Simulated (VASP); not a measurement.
Here is a VASP 6.6.1 calculation.

File INCAR:

```
ALGO = Normal
EDIFF = 1E-7
ENCUT = 520
ISIF = 2
ISMEAR = -1
LASPH = T
LCHARG = F
LREAL = F
LWAVE = F
NBANDS = 10
NELM = 60
PREC = Accurate
SIGMA = 0.1
```

Contents of KPOINTS:

```
k-points
0
Gamma
  15 15 15
```

POSCAR

```
B
1.0
    0.0000000000      1.9465970915      1.9465970915
    1.9465970915      0.0000000000      1.9465970915
    1.9465970915      1.9465970915      0.0000000000
B
2
Direct
    0.1250000000      0.1250000000      0.1250000000
    0.8750000000      0.8750000000      0.8750000000
```

Potentials or basis: VASP PAW LDA potentials, release 64 (B).

The run is started by

```sh
$ cat potpaw_LDA.64/B/POTCAR > POTCAR
$ mpirun -np 1 vasp_std > vasp.out
```

(1) What does it give for the pressure?

(2) Predict the band gap on the k mesh.

## Answers

(1) 18.6 GPa.

(2) zero (band 3 reaches 9.21 eV, above the bottom of band 4 at 1.77 eV).
